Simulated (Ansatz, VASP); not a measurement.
## Cd3HgS4 in VASP and in Ansatz

```
Cd Hg S
1.0
     4.20501    0.00000    0.00000
    -2.10251    3.64165    0.00000
     0.00000    0.00000   13.71652
Cd Hg S
3 1 4
Direct
  0.33333 0.66667 0.50202
  0.66667 0.33333 0.25322
  0.66667 0.33333 0.75055
  0.33333 0.66667 0.00323
  0.33333 0.66667 0.19243
  0.33333 0.66667 0.68953
  0.66667 0.33333 0.44087
  0.66667 0.33333 0.93814
```

Alike in both runs: functional PBE; k mesh 6 × 6 × 2; occupations gaussian, width 0.1 eV; no spin polarisation.

Ansatz relaxed the structure, and its values are those at the end. VASP's run is a single point on that final structure, the one shown.

|  | VASP | Ansatz |
| --- | --- | --- |
| version | VASP 6.6.1 | Ansatz 0.2.0 |
| potentials or method | VASP PAW PBE potentials, release 64 (Cd, Hg, S), cutoff 520 eV | scalar-relativistic, plane waves, PAW |
| valence electrons in the cell | 72 | 104 |

```csv
,VASP,Ansatz,Ansatz less VASP
gap on the k mesh at the Fermi level (eV),0.53,0.53,+0.001
least direct gap on the mesh (eV),0.53,0.53,+0.001
pressure (GPa),0.3,0.0,-0.28
rms of the force components (eV/Å),0.006,0.006,0.0000
```

VASP's potentials hold 72 valence electrons a cell and Ansatz's 104, so a difference there can come from the potentials and not from the codes.

Spin-orbit coupling is off throughout.
